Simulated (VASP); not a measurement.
# TaTl (Pm-3m) in VASP: further runs

The runs below take TaTl through single point, relaxation of cell and atoms, with BLYP, r2SCAN, PBE.

Program: VASP 6.6.1. These are calculated values, not measurements. Logs are shortened: lines on timing, memory, paths and dates and some standing lists are left out, and cuts for length are marked.

### Step 1. The cell of the first run

It takes space group Pm-3m (No. 221, cubic). Conventional cell: a = 3.622 Å, b = 3.622 Å, c = 3.622 Å, α = 90.00°, β = 90.00°, γ = 90.00°. Ta (site symmetry m-3m) has 8 Tl at 3.14 Å and 6 Ta at 3.62 Å within 4.1 Å. Within 4.1 Å of Tl (site symmetry m-3m) lie 8 Ta at 3.14 Å and 6 Tl at 3.62 Å.

### Step 2. Single point, BLYP

The input, INCAR:

```
AGGAC = 1.0
AGGAX = 1.0
ALDAC = 0.0
ALDAX = 1.0
ALGO = Fast
EDIFF = 1E-6
ENCUT = 520
GGA = B5
ISIF = 2
ISMEAR = -1
LASPH = True
LCHARG = True
LELF = True
LREAL = False
LVHAR = True
LWAVE = False
NBANDS = 19
NELM = 60
PREC = Accurate
SIGMA = 0.05
```

The input, KPOINTS:

```
k-points
0
Gamma
  7 7 7
```

The input, POSCAR:

```
TaTl
1.0
    3.6221205400      0.0000000000      0.0000000000
    0.0000000000      3.6221205400      0.0000000000
    0.0000000000      0.0000000000      3.6221205400
Ta Tl
1 1
Direct
    0.0000000000      0.0000000000      0.0000000000
    0.5000000000      0.5000000000      0.5000000000
```

Potentials or basis: VASP PAW PBE potentials, release 64 (Ta_pv, Tl_d).

On the command line:

```sh
$ cat potpaw_PBE.64/Ta_pv/POTCAR potpaw_PBE.64/Tl_d/POTCAR > POTCAR
$ mpirun -np 1 vasp_std > vasp.out
```

OUTCAR:

```text
EDIFF = 1E-6
   ENCUT = 520
   GGA = B5
   ISIF = 2
   ISMEAR = -1
   LASPH = True
   LREAL = False
   NELM = 60
   PREC = Accurate

 ion  position               nearest neighbor table
   1  0.000  0.000  0.000-   2 3.14   2 3.14   2 3.14   2 3.14   2 3.14   2 3.14   2 3.14   2 3.14

   2  0.500  0.500  0.500-   1 3.14   1 3.14   1 3.14   1 3.14   1 3.14   1 3.14   1 3.14   1 3.14

  LATTYP: Found a simple cubic cell.
 ALAT       =     3.6221205400

  Lattice vectors:

 A1 = (   3.6221205400,   0.0000000000,   0.0000000000)
 A2 = (   0.0000000000,   3.6221205400,   0.0000000000)
 A3 = (   0.0000000000,   0.0000000000,   3.6221205400)

Analysis of symmetry for initial positions (statically):
=====================================================================
 Subroutine PRICEL returns:
 Original cell was already a primitive cell.

 Routine SETGRP: Setting up the symmetry group for a
 simple cubic supercell.

 Subroutine GETGRP returns: Found 48 space group operations
 (whereof 48 operations were pure point group operations)
 out of a pool of 48 trial point group operations.

The static configuration has the point symmetry O_h .

Analysis of symmetry for dynamics (positions and initial velocities):
=====================================================================
 Subroutine PRICEL returns:
 Original cell was already a primitive cell.

 Routine SETGRP: Setting up the symmetry group for a
 simple cubic supercell.

 Subroutine GETGRP returns: Found 48 space group operations
 (whereof 48 operations were pure point group operations)
 out of a pool of 48 trial point group operations.

The dynamic configuration has the point symmetry O_h .

 Subroutine INISYM returns: Found 48 space group operations
 (whereof 48 operations are pure point group operations),
 and found     1 'primitive' translations

----------------------------------------------------------------------------------------

                                     Primitive cell

  volume of cell :      47.5213

  direct lattice vectors                    reciprocal lattice vectors
     3.622120540  0.000000000  0.000000000     0.276081370  0.000000000  0.000000000
     0.000000000  3.622120540  0.000000000     0.000000000  0.276081370  0.000000000
[... 75 lines left out ...]
   LNONCOLLINEAR =      F non collinear calculations
   LSORBIT =      F    spin-orbit coupling
   LASPH  =      T    aspherical Exc in radial PAW
   ENCUT  =  520.0 eV  38.22 Ry    6.18 a.u.   6.73  6.73  6.73*2*pi/ulx,y,z
   NELM   =     60;   NELMIN=  2; NELMDL= -5     # of ELM steps
   EDIFF  = 0.1E-05   stopping-criterion for ELM
   LREAL  =      F    real-space projection
   EDIFFG = 0.1E-04   stopping-criterion for IOM
   NSW    =      0    number of steps for IOM
   IBRION =     -1    ionic relax: 0-MD 1-quasi-New 2-CG
   NFREE  =      0    steps in history (QN), initial steepest desc. (CG)
   ISIF   =      2    stress and relaxation
   ISYM   =      2    0-nonsym 1-usesym 2-fastsym
   POTIM  = 0.5000    time-step for ionic-motion
   TEBEG  =    0.0;   TEEND  =   0.0 temperature during run
   PSTRESS=    0.0 pullay stress
   NELECT =      24.0000    total number of electrons
   NUPDOWN=      -1.0000    fix difference up-down
   EMIN   =  10.00;   EMAX   =-10.00  energy-range for DOS
   EFERMI =   0.00;   METHOD = LEGACY
   ISMEAR =    -1;   SIGMA  =   0.05  broadening in eV -4-tet -1-fermi 0-gaus
   EFERMI_NEDOS =   21; number of points for ismear=-14 and -15
   IALGO  =     68    algorithm
   IMIX   =      4    mixing-type and parameters
     AMIX     =   0.40;   BMIX     =  1.00
     AMIX_MAG =   1.60;   BMIX_MAG =  1.00
  volume/ion in A,a.u.               =      23.76       160.34
  Fermi-wavevector in a.u.,A,eV,Ry     =   1.303714  2.463662 23.125419  1.699670
  Thomas-Fermi vector in A             =   2.434698
   LORBIT       =      0    0 simple, 1 ext, 2 COOP (PROOUT), +10 PAW based schemes
   GGA     = B5    functional components
   LHFCALC =     F    Hartree Fock is set to
   AEXX    =    0.0000 exact exchange contribution
   IVDW    =     0    specifies the selected vdW correction
   LEPSILON=     F    determine dielectric tensor
   LRPA    =     F    only Hartree local field effects (RPA)
 non-spin polarized calculation
 RMM-DIIS sequential band-by-band and
  energy-cutoff  :      520.00
  volume of cell :       47.52
 maximum number of plane-waves:      1309
 NGX is ok and might be reduce to    28
   NGX = 13   NGY = 13   NGZ = 13

 number of electron      23.9999997 magnetization

 Free energy of the ion-electron system (eV)
  ---------------------------------------------------
  ext. energy  EPLUGINS =         0.00000000
  ---------------------------------------------------
  free energy    TOTEN  =        -9.87233444 eV

  energy without entropy =       -9.85055239  energy(sigma->0) =       -9.86144341

 E-fermi :   6.7709     XC(G=0): -10.6320

 val. band max:        6.7387116257   @ k =   0.2857   0.1429   0.1429
 cond. band min:       6.7977696442   @ k =   0.4286   0.4286   0.2857
 fundamental gap:      0.0590580185
 Fermi energy:         6.7709013045

 k-point     1 :       0.0000    0.0000    0.0000
  band No.  band energies     occupation
      1     -28.0799      2.00000
      2     -28.0799      2.00000
      3     -28.0799      2.00000
      4      -4.8395      2.00000
      5      -4.8395      2.00000
      6      -4.5043      2.00000
[... 417 lines left out ...]
      6      -4.7370      2.00000
[... 11 lines left out ...]
     18      11.7655      0.00000
     19      14.0568      0.00000

------------------------ aborting loop because EDIFF is reached ----------------------------------------

  FORCE on cell =-STRESS in cart. coord.  units (eV):
  Direction    XX          YY          ZZ          XY          YZ          ZX
  --------------------------------------------------------------------------------------
  -------------------------------------------------------------------------------------
  Total       -2.3341427     -2.3341427     -2.3341427     -0.0000000      0.0000000      0.0000000
  in kB      -78.6953909    -78.6953909    -78.6953909     -0.0000000      0.0000000      0.0000000
  external PRESSURE =     -78.6953909 kB  Pullay stress =       0.0000000 kB

 VOLUME and BASIS-vectors are now :
 -----------------------------------------------------------------------------
  energy-cutoff  :      520.00
  volume of cell :       47.52
      direct lattice vectors                 reciprocal lattice vectors
     3.622120540  0.000000000  0.000000000     0.276081370  0.000000000  0.000000000
     0.000000000  3.622120540  0.000000000     0.000000000  0.276081370  0.000000000
     0.000000000  0.000000000  3.622120540     0.000000000  0.000000000  0.276081370

 POSITION                                       TOTAL-FORCE (eV/Angst)
 -----------------------------------------------------------------------------------
      0.00000      0.00000      0.00000         0.000000      0.000000      0.000000
      1.81106      1.81106      1.81106         0.000000      0.000000      0.000000
 -----------------------------------------------------------------------------------
    total drift:                                0.000000      0.000000      0.000000

  FREE ENERGIE OF THE ION-ELECTRON SYSTEM (eV)
  ---------------------------------------------------
  free  energy   TOTEN  =        -9.8723344377 eV

  energy  without entropy=       -9.8505523851  energy(sigma->0) =       -9.86144341
```

stdout:

```text
POSCAR found type information on POSCAR TaTl
 POSCAR found :  2 types and       2 ions
 scaLAPACK will be used
 -----------------------------------------------------------------------------
|                                                                             |
|                                                                             |
|     You enforced a specific xc type in the INCAR file but a different       |
|     I HOPE YOU KNOW WHAT YOU ARE DOING!                                     |
|                                                                             |
 -----------------------------------------------------------------------------

 LDA part: xc-table for (Slater(with rela. corr.)+VWN5), standard interpolation
 POSCAR, INCAR and KPOINTS ok, starting setup
 FFT: planning ... GRIDC
 FFT: planning ... GRID_SOFT
 FFT: planning ... GRID
 WAVECAR not read
 entering main loop
```

Run time: 59 s. Hardware: 1 thread of Intel Xeon 8259CL, shared host; peak memory 0.16 GiB.

What came out:

```
Free energy            : -9.8723 eV
Pressure               : -7.9 GPa
Band gap on the k mesh : zero (bands 12 and 13 overlap by 2.02 eV)
```

Caveat: the cell stands under tension; the PAW data sets were made with another functional, which shifts forces and pressure a little; spin-orbit coupling is left out, which moves the levels of the heavy elements.

### Step 3. Single point, r2SCAN

POSCAR is that of step 2.

The input, INCAR.step1:

```
SYSTEM = TaTl
ALGO = Normal
EDIFF = 1E-4
ENCUT = 520
GGA = PE
ISMEAR = -1
LASPH = .TRUE.
LCHARG = .FALSE.
LREAL = .FALSE.
LWAVE = .TRUE.
NBANDS = 19
NELM = 60
PREC = Accurate
SIGMA = 0.05
```

The input, INCAR.step2:

```
SYSTEM = TaTl
ALGO = Normal
EDIFF = 1E-7
ENCUT = 520
ISIF = 2
ISMEAR = -1
ISTART = 1
LASPH = .TRUE.
LCHARG = .FALSE.
LMIXTAU = .TRUE.
LREAL = .FALSE.
LWAVE = .FALSE.
METAGGA = R2SCAN
NBANDS = 19
NELM = 60
PREC = Accurate
SIGMA = 0.05
```

The input, KPOINTS:

```
k-points
0
G
  7 7 7
  0 0 0
```

Potentials or basis: VASP PAW PBE potentials, release 64 (Ta_pv, Tl_d).

On the command line:

```sh
$ cat potpaw_PBE.64/Ta_pv/POTCAR potpaw_PBE.64/Tl_d/POTCAR > POTCAR
$ cp INCAR.step1 INCAR
$ mpirun -np 1 vasp_std > vasp.out
$ cp INCAR.step2 INCAR
$ mpirun -np 1 vasp_std > vasp.out
```

OUTCAR:

```text
SYSTEM = TaTl
   EDIFF = 1E-7
   ENCUT = 520
   ISIF = 2
   ISMEAR = -1
   ISTART = 1
   LASPH = .TRUE.
   LREAL = .FALSE.
   METAGGA = R2SCAN
   NELM = 60
   PREC = Accurate

 ion  position               nearest neighbor table
   1  0.000  0.000  0.000-   2 3.14   2 3.14   2 3.14   2 3.14   2 3.14   2 3.14   2 3.14   2 3.14

   2  0.500  0.500  0.500-   1 3.14   1 3.14   1 3.14   1 3.14   1 3.14   1 3.14   1 3.14   1 3.14

  LATTYP: Found a simple cubic cell.
 ALAT       =     3.6221205400

  Lattice vectors:

 A1 = (   3.6221205400,   0.0000000000,   0.0000000000)
 A2 = (   0.0000000000,   3.6221205400,   0.0000000000)
 A3 = (   0.0000000000,   0.0000000000,   3.6221205400)

Analysis of symmetry for initial positions (statically):
=====================================================================
 Subroutine PRICEL returns:
 Original cell was already a primitive cell.

 Routine SETGRP: Setting up the symmetry group for a
 simple cubic supercell.

 Subroutine GETGRP returns: Found 48 space group operations
 (whereof 48 operations were pure point group operations)
 out of a pool of 48 trial point group operations.

The static configuration has the point symmetry O_h .

Analysis of symmetry for dynamics (positions and initial velocities):
=====================================================================
 Subroutine PRICEL returns:
 Original cell was already a primitive cell.

 Routine SETGRP: Setting up the symmetry group for a
 simple cubic supercell.

 Subroutine GETGRP returns: Found 48 space group operations
 (whereof 48 operations were pure point group operations)
 out of a pool of 48 trial point group operations.

The dynamic configuration has the point symmetry O_h .

 Subroutine INISYM returns: Found 48 space group operations
 (whereof 48 operations are pure point group operations),
 and found     1 'primitive' translations

----------------------------------------------------------------------------------------

                                     Primitive cell

  volume of cell :      47.5213

  direct lattice vectors                    reciprocal lattice vectors
     3.622120540  0.000000000  0.000000000     0.276081370  0.000000000  0.000000000
     0.000000000  3.622120540  0.000000000     0.000000000  0.276081370  0.000000000
     0.000000000  0.000000000  3.622120540     0.000000000  0.000000000  0.276081370

  length of vectors
     3.622120540  3.622120540  3.622120540     0.276081370  0.276081370  0.276081370

  position of ions in fractional coordinates (direct lattice)
     0.000000000  0.000000000  0.000000000
     0.500000000  0.500000000  0.500000000

  ion indices of the primitive-cell ions
   primitive index   ion index
                 1           1
                 2           2

----------------------------------------------------------------------------------------

 KPOINTS: k-points

Automatic generation of k-mesh.
 Grid dimensions read from file:
 generate k-points for:    7    7    7

 Generating k-lattice:

  Cartesian coordinates                     Fractional coordinates (reciprocal lattice)
     0.039440196  0.000000000  0.000000000     0.142857143  0.000000000  0.000000000
     0.000000000  0.039440196  0.000000000     0.000000000  0.142857143  0.000000000
     0.000000000  0.000000000  0.039440196     0.000000000  0.000000000  0.142857143

  Length of vectors
     0.039440196  0.039440196  0.039440196

  Shift w.r.t. Gamma in fractional coordinates (k-lattice)
     0.000000000  0.000000000  0.000000000

 Subroutine IBZKPT returns following result:
 ===========================================

 Found     20 irreducible k-points:

 Following reciprocal coordinates:
            Coordinates               Weight
  0.000000  0.000000  0.000000      1.000000
  0.142857  0.000000  0.000000      6.000000
  0.285714  0.000000  0.000000      6.000000
  0.428571  0.000000  0.000000      6.000000
  0.142857  0.142857  0.000000     12.000000
  0.285714  0.142857  0.000000     24.000000
[... 12 lines left out ...]
  0.428571  0.428571  0.285714     24.000000
  0.428571  0.428571  0.428571      8.000000
   k-points           NKPTS =     20   k-points in BZ     NKDIM =     20   number of bands    NBANDS=     19
   number of dos      NEDOS =    301   number of ions     NIONS =      2
   total plane-waves  NPLWV =  21952
   dimension x,y,z NGX =    28 NGY =   28 NGZ =   28
   dimension x,y,z NGXF=    56 NGYF=   56 NGZF=   56
   ions per type =               1   1
   NGX,Y,Z   is equivalent  to a cutoff of  12.85, 12.85, 12.85 a.u.
   NGXF,Y,Z  is equivalent  to a cutoff of  25.70, 25.70, 25.70 a.u.
 SYSTEM =  TaTl
   PREC   = accura    normal or accurate (medium, high low for compatibility)
   ISTART =      1    job   : 0-new  1-cont  2-samecut
   ICHARG =      0    charge: 1-file 2-atom 10-const
   ISPIN  =      1    spin polarized calculation?
   LNONCOLLINEAR =      F non collinear calculations
   LSORBIT =      F    spin-orbit coupling
   LASPH  =      T    aspherical Exc in radial PAW
   ENCUT  =  520.0 eV  38.22 Ry    6.18 a.u.   6.73  6.73  6.73*2*pi/ulx,y,z
   NELM   =     60;   NELMIN=  2; NELMDL=  0     # of ELM steps
   EDIFF  = 0.1E-06   stopping-criterion for ELM
   LREAL  =      F    real-space projection
   EDIFFG = 0.1E-05   stopping-criterion for IOM
   NSW    =      0    number of steps for IOM
   IBRION =     -1    ionic relax: 0-MD 1-quasi-New 2-CG
   NFREE  =      0    steps in history (QN), initial steepest desc. (CG)
   ISIF   =      2    stress and relaxation
   ISYM   =      2    0-nonsym 1-usesym 2-fastsym
   POTIM  = 0.5000    time-step for ionic-motion
   TEBEG  =    0.0;   TEEND  =   0.0 temperature during run
   PSTRESS=    0.0 pullay stress
   NELECT =      24.0000    total number of electrons
   NUPDOWN=      -1.0000    fix difference up-down
   EMIN   =  10.00;   EMAX   =-10.00  energy-range for DOS
   EFERMI =   0.00;   METHOD = LEGACY
   ISMEAR =    -1;   SIGMA  =   0.05  broadening in eV -4-tet -1-fermi 0-gaus
   EFERMI_NEDOS =   21; number of points for ismear=-14 and -15
   IALGO  =     38    algorithm
   IMIX   =      4    mixing-type and parameters
     AMIX     =   0.40;   BMIX     =  1.00
     AMIX_MAG =   1.60;   BMIX_MAG =  1.00
  volume/ion in A,a.u.               =      23.76       160.34
  Fermi-wavevector in a.u.,A,eV,Ry     =   1.303714  2.463662 23.125419  1.699670
  Thomas-Fermi vector in A             =   2.434698
   LORBIT       =      0    0 simple, 1 ext, 2 COOP (PROOUT), +10 PAW based schemes
   METAGGA = R2SCAN    functional components
   LHFCALC =     F    Hartree Fock is set to
   AEXX    =    0.0000 exact exchange contribution
   IVDW    =     0    specifies the selected vdW correction
   LEPSILON=     F    determine dielectric tensor
   LRPA    =     F    only Hartree local field effects (RPA)
 non-spin polarized calculation
  energy-cutoff  :      520.00
  volume of cell :       47.52
 maximum number of plane-waves:      1309
 NGX is ok and might be reduce to    28
   NGX = 13   NGY = 13   NGZ = 13

 number of electron      23.9999997 magnetization

 Free energy of the ion-electron system (eV)
  ---------------------------------------------------
  ext. energy  EPLUGINS =         0.00000000
  ---------------------------------------------------
  free energy    TOTEN  =       -99.57342952 eV

  energy without entropy =      -99.55098845  energy(sigma->0) =      -99.56220899

 E-fermi :   6.2415     XC(G=0): -12.1901

 val. band max:        6.2315275324   @ k =   0.4286   0.4286   0.2857
 cond. band min:       6.2978964981   @ k =   0.1429   0.1429   0.0000
 fundamental gap:      0.0663689656
 Fermi energy:         6.2414990158

 k-point     1 :       0.0000    0.0000    0.0000
  band No.  band energies     occupation
      1     -30.2075      2.00000
      2     -30.2075      2.00000
      3     -30.2075      2.00000
      4      -5.8867      2.00000
      5      -5.8867      2.00000
      6      -5.5185      2.00000
[... 11 lines left out ...]
     18      11.3867      0.00000
     19      16.4263      0.00000
[... 397 lines left out ...]
 k-point    20 :       0.4286    0.4286    0.4286
  band No.  band energies     occupation
      1     -30.2665      2.00000
      2     -30.2665      2.00000
      3     -30.2665      2.00000
      4      -5.8057      2.00000
      5      -5.7839      2.00000
      6      -5.7839      2.00000
[... 11 lines left out ...]
     18      11.5924      0.00000
     19      13.7485      0.00000

------------------------ aborting loop because EDIFF is reached ----------------------------------------

  FORCE on cell =-STRESS in cart. coord.  units (eV):
  Direction    XX          YY          ZZ          XY          YZ          ZX
  --------------------------------------------------------------------------------------
  -------------------------------------------------------------------------------------
  Total       -4.7963022     -4.7963022     -4.7963022      0.0000000      0.0000000      0.0000000
  in kB     -161.7068517   -161.7068517   -161.7068517      0.0000000      0.0000000      0.0000000
  external PRESSURE =    -161.7068517 kB  Pullay stress =       0.0000000 kB

 VOLUME and BASIS-vectors are now :
 -----------------------------------------------------------------------------
  energy-cutoff  :      520.00
  volume of cell :       47.52
      direct lattice vectors                 reciprocal lattice vectors
     3.622120540  0.000000000  0.000000000     0.276081370  0.000000000  0.000000000
     0.000000000  3.622120540  0.000000000     0.000000000  0.276081370  0.000000000
     0.000000000  0.000000000  3.622120540     0.000000000  0.000000000  0.276081370

 POSITION                                       TOTAL-FORCE (eV/Angst)
 -----------------------------------------------------------------------------------
      0.00000      0.00000      0.00000         0.000000      0.000000      0.000000
      1.81106      1.81106      1.81106         0.000000      0.000000      0.000000
 -----------------------------------------------------------------------------------
    total drift:                                0.000000      0.000000      0.000000

  FREE ENERGIE OF THE ION-ELECTRON SYSTEM (eV)
  ---------------------------------------------------
  free  energy   TOTEN  =       -99.5734295206 eV

  energy  without entropy=      -99.5509884515  energy(sigma->0) =      -99.56220899
```

Wall time 2 min (1 thread of Intel Xeon 8259CL, shared host); peak memory 0.17 GiB.

Results:

```
Free energy            : -99.5734 eV
Pressure               : -16.2 GPa
Band gap on the k mesh : zero (bands 12 and 13 overlap by 2.18 eV)
```

Caveat: the cell stands under tension; the PAW data sets were made with another functional, which shifts forces and pressure a little; spin-orbit coupling is left out, which moves the levels of the heavy elements.

(Continued in part 2 of 2.)
